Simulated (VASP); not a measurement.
# BaMn2Bi2 (I4/mmm) in VASP: single point with PBE

Aim: the single point of BaMn2Bi2 with PBE.

Program: VASP 6.6.1. These are calculated values, not measurements. Logs are shortened: lines on timing, memory, paths and dates and some standing lists are left out, and cuts for length are marked.

**1. The cell of the first run**

The structure is tetragonal, space group I4/mmm (No. 139). Conventional cell: a = 4.493 Å, b = 4.493 Å, c = 14.556 Å, α = 90.00°, β = 90.00°, γ = 90.00°. Within 3.9 Å of Bi (site symmetry 4mm) lie 4 Mn at 2.82 Å and 4 Ba at 3.72 Å and 1 Bi at 3.88 Å. Within 4.9 Å of Ba (site symmetry 4/mmm) lie 8 Bi at 3.72 Å and 8 Mn at 4.28 Å and 4 Ba at 4.49 Å. Within 3.7 Å of Mn (site symmetry -4m2) lie 4 Bi at 2.82 Å and 4 Mn at 3.18 Å.

**2. Single point, PBE, collinear spin, antiferromagnetic start**

File INCAR:

```
SYSTEM = BaMn2Bi2
PREC     = Accurate       ! precision mode
ENCUT    = 520            ! plane-wave cutoff, eV
EDIFF    = 1E-7           ! SCF threshold, eV
ISMEAR   = -1             ! smearing method
SIGMA    = 0.05           ! smearing width, eV
LREAL    = .FALSE.        ! projectors in reciprocal space
LASPH    = .TRUE.         ! aspherical terms in the spheres
NELM     = 150            ! most SCF steps
ALGO     = Normal         ! electronic algorithm
ISIF     = 2              ! what is computed and relaxed
LWAVE    = .FALSE.        ! write WAVECAR
LCHARG   = .TRUE.         ! write CHGCAR
ISPIN    = 2              ! spin polarisation
MAGMOM   = 0 0 0 4 -4     ! initial moments
LORBIT   = 11             ! projections on sites
LMAXMIX  = 4              ! l up to which the mixer works
GGA      = PE             ! functional
LVHAR    = .TRUE.       
NBANDS   = 45             ! bands
KPAR     = 4
```

File KPOINTS:

```
regular mesh
0
G
  8 8 8
  0 0 0
```

File POSCAR:

```
BaMn2Bi2
1.0
   -2.2462852742      2.2462852742      7.2781801451
    2.2462852742     -2.2462852742      7.2781801451
    2.2462852742      2.2462852742     -7.2781801451
Bi Ba Mn
2 1 2
Direct
    0.6332120000      0.6332120000      0.0000000000
    0.3667880000      0.3667880000      0.0000000000
    0.0000000000      0.0000000000      0.0000000000
    0.7500000000      0.2500000000      0.5000000000
    0.2500000000      0.7500000000      0.5000000000
```

Potentials or basis: VASP PAW PBE potentials, release 64 (Bi_d, Ba_sv, Mn_pv).

Launch:

```sh
$ cat potpaw_PBE.64/Bi_d/POTCAR potpaw_PBE.64/Ba_sv/POTCAR potpaw_PBE.64/Mn_pv/POTCAR > POTCAR
$ mpirun -np 4 vasp_std > vasp.out
```

OUTCAR:

```text
SYSTEM = BaMn2Bi2
   PREC = Accurate
   ENCUT = 520
   EDIFF = 1E-7
   ISMEAR = -1
   LREAL = .FALSE.
   LASPH = .TRUE.
   NELM = 150
   ISIF = 2
   ISPIN = 2
   LORBIT = 11
   GGA = PE

 ion  position               nearest neighbor table
   1  0.633  0.633  0.000-   5 2.82   4 2.82   4 2.82   5 2.82   3 3.72   3 3.72   3 3.72   3 3.72
                             2 3.88
   2  0.367  0.367  0.000-   4 2.82   5 2.82   5 2.82   4 2.82   3 3.72   3 3.72   3 3.72   3 3.72
                             1 3.88
   3  0.000  0.000  0.000-   1 3.72   1 3.72   1 3.72   2 3.72   2 3.72   2 3.72   1 3.72   2 3.72

   4  0.750  0.250  0.500-   2 2.82   1 2.82   2 2.82   1 2.82
   5  0.250  0.750  0.500-   2 2.82   1 2.82   2 2.82   1 2.82

  LATTYP: Found a body centered tetragonal cell.
 ALAT       =     4.4925705484
 C/A-ratio  =     3.2400960950

  Lattice vectors:

 A1 = (  -2.2462852742,   2.2462852742,   7.2781801451)
 A2 = (   2.2462852742,  -2.2462852742,   7.2781801451)
 A3 = (   2.2462852742,   2.2462852742,  -7.2781801451)

Analysis of symmetry for initial positions (statically):
=====================================================================
 Subroutine PRICEL returns:
 Original cell was already a primitive cell.

 Routine SETGRP: Setting up the symmetry group for a
 body centered tetragonal supercell.

 Subroutine GETGRP returns: Found 16 space group operations
 (whereof 16 operations were pure point group operations)
 out of a pool of 16 trial point group operations.

The static configuration has the point symmetry D_4h.

Analysis of symmetry for dynamics (positions and initial velocities):
=====================================================================
 Subroutine PRICEL returns:
 Original cell was already a primitive cell.

 Routine SETGRP: Setting up the symmetry group for a
 body centered tetragonal supercell.

 Subroutine GETGRP returns: Found 16 space group operations
 (whereof 16 operations were pure point group operations)
 out of a pool of 16 trial point group operations.

The dynamic configuration has the point symmetry D_4h.

Analysis of structural, dynamic, and magnetic symmetry:
=====================================================================
 Subroutine PRICEL returns:
 Original cell was already a primitive cell.

 Routine SETGRP: Setting up the symmetry group for a
 body centered tetragonal supercell.

 Subroutine GETGRP returns: Found 16 space group operations
 (whereof 16 operations were pure point group operations)
 out of a pool of 16 trial point group operations.

The overall configuration has the point symmetry D_4h.

 Subroutine INISYM returns: Found 16 space group operations
 (whereof 16 operations are pure point group operations),
[... 138 lines left out ...]

 number of electron      65.9999984 magnetization       0.0000000

 number of electron      65.9999984 magnetization      -0.0000000

 Free energy of the ion-electron system (eV)
  ---------------------------------------------------
  ext. energy  EPLUGINS =         0.00000000
  ---------------------------------------------------
  free energy    TOTEN  =       -28.71651093 eV

  energy without entropy =      -28.71446395  energy(sigma->0) =      -28.71548744

 E-fermi :   5.5929     XC(G=0):  -9.6740

 val. band max:        5.5039684020   @ k =   0.0000   0.0000   0.0000
 cond. band min:       5.6731973729   @ k =  -0.3750  -0.3750   0.3750
 fundamental gap:      0.1692289709
 Fermi energy:         5.5928808563

 spin component 1

 k-point     1 :       0.0000    0.0000    0.0000
  band No.  band energies     occupation
      1     -44.6872      1.00000
      2     -44.6165      1.00000
      3     -44.6165      1.00000
      4     -40.6183      1.00000
      5     -40.5952      1.00000
      6     -40.5952      1.00000
[... 1141 lines left out ...]
     44      10.1130      0.00000
     45      10.4521      0.00000

 [... further k-points ...]

 spin component 2

 k-point     1 :       0.0000    0.0000    0.0000
  band No.  band energies     occupation
      1     -44.6872      1.00000
      2     -44.6165      1.00000
      3     -44.6165      1.00000
      4     -40.6183      1.00000
      5     -40.5952      1.00000
      6     -40.5952      1.00000
[... 1141 lines left out ...]
     44      10.1130      0.00000
     45      10.4521      0.00000

 [... further k-points ...]

------------------------ aborting loop because EDIFF is reached ----------------------------------------

  FORCE on cell =-STRESS in cart. coord.  units (eV):
  Direction    XX          YY          ZZ          XY          YZ          ZX
  --------------------------------------------------------------------------------------
  -------------------------------------------------------------------------------------
  Total       -0.0447074     -0.0447074     -0.0817688      0.0000000     -0.0000000      0.0000000
  in kB       -0.4876158     -0.4876158     -0.8918377      0.0000000     -0.0000000      0.0000000
  external PRESSURE =      -0.6223564 kB  Pullay stress =       0.0000000 kB

 VOLUME and BASIS-vectors are now :
 -----------------------------------------------------------------------------
  energy-cutoff  :      520.00
  volume of cell :      146.90
      direct lattice vectors                 reciprocal lattice vectors
    -2.246285274  2.246285274  7.278180145     0.000000000  0.222589715  0.068698492
     2.246285274 -2.246285274  7.278180145     0.222589715  0.000000000  0.068698492
     2.246285274  2.246285274 -7.278180145     0.222589715  0.222589715  0.000000000

 POSITION                                       TOTAL-FORCE (eV/Angst)
 -----------------------------------------------------------------------------------
      0.00000      0.00000      9.21726        -0.000000     -0.000000      0.053844
      0.00000      0.00000      5.33910        -0.000000     -0.000000     -0.053844
      0.00000      0.00000      0.00000         0.000000      0.000000     -0.000000
      0.00000      2.24629      3.63909         0.000000      0.000000      0.000000
      2.24629      0.00000      3.63909         0.000000      0.000000     -0.000000
 -----------------------------------------------------------------------------------
    total drift:                               -0.000000     -0.000000      0.000000

  FREE ENERGIE OF THE ION-ELECTRON SYSTEM (eV)
  ---------------------------------------------------
  free  energy   TOTEN  =       -28.7165109307 eV

  energy  without entropy=      -28.7144639451  energy(sigma->0) =      -28.71548744

 total charge

# of ion       s       p       d       tot
------------------------------------------
    1        1.442   1.668   9.898  13.008
    2        1.442   1.668   9.898  13.008
    3        2.009   5.592   0.281   7.882
    4        0.264   6.183   4.966  11.413
    5        0.264   6.183   4.966  11.413
--------------------------------------------------
tot          5.421  21.293  30.008  56.722

 magnetization (x)

# of ion       s       p       d       tot
------------------------------------------
    1        0.000   0.000   0.000   0.000
    2        0.000   0.000   0.000   0.000
    3        0.000   0.000   0.000   0.000
    4        0.050   0.048   3.758   3.856
    5       -0.050  -0.048  -3.758  -3.856
--------------------------------------------------
tot          0.000   0.000   0.000   0.000
```

stdout:

```text
POSCAR found type information on POSCAR BiBaMn
 POSCAR found :  3 types and       5 ions
 scaLAPACK will be used
 LDA part: xc-table for (Slater+PW92), standard interpolation
 POSCAR, INCAR and KPOINTS ok, starting setup
 FFT: planning ... GRIDC
 FFT: planning ... GRID_SOFT
 FFT: planning ... GRID
 WAVECAR not read
 entering main loop
```

It took 7.2 min on 4 MPI ranks of Intel Xeon Platinum 8488C (Sapphire Rapids), shared host; peak memory 1.1 GiB.

Results:

```
Free energy                                           : -28.7165 eV
Pressure                                              : -0.1 GPa
Largest force                                         : 0.054 eV/Å
Net moment                                            : 0.00 μB per cell
Site moments                                          : Bi +0.00; Ba +0.00; Mn +3.86, -3.86 μB
Valence electrons inside the program's atomic spheres : Bi 13.01; Ba 7.88; Mn 11.41
```

Forces on the atoms (eV/Å):
```
Bi   0.000  0.000  0.054
Bi   0.000  0.000 -0.054
Ba   0.000  0.000  0.000
Mn   0.000  0.000  0.000
Mn   0.000  0.000  0.000
```

Levels at points of the mesh, in eV from the Fermi level:
Spin up:
```
           k point  band 29  band 30  band 31  band 32  band 33  band 34  band 35  band 36  band 37  band 38
(0.00, 0.00, 0.00)    -1.63    -1.63    -0.33    -0.33    -0.09     0.30     0.45     1.04     1.08     1.82
(0.50, 0.00, 0.00)    -2.66    -1.70    -1.15    -0.98    -0.68     0.42     0.83     1.00     1.29     1.82
(0.50, 0.50, 0.00)    -2.55    -2.52    -2.09    -2.01    -1.18     0.11     0.54     0.95     1.07     1.10
(0.50, 0.50, 0.50)    -1.69    -1.55    -1.55    -0.34    -0.34     0.11     0.20     1.04     1.21     1.93
```
Spin down:
| k point | band 31 | band 32 | band 33 | band 34 | band 35 | band 36 |
| --- | --- | --- | --- | --- | --- | --- |
| (0.00, 0.00, 0.00) | -0.33 | -0.33 | -0.09 | 0.30 | 0.45 | 1.04 |
| (0.50, 0.00, 0.00) | -1.15 | -0.98 | -0.68 | 0.42 | 0.83 | 1.00 |
| (0.50, 0.50, 0.00) | -2.09 | -2.01 | -1.18 | 0.11 | 0.54 | 0.95 |
| (0.50, 0.50, 0.50) | -1.55 | -0.34 | -0.34 | 0.11 | 0.20 | 1.04 |

Caveat: the antiferromagnetic order is the one typed at the start, and another may lie lower; spin-orbit coupling is left out, which moves the levels of the heavy elements.
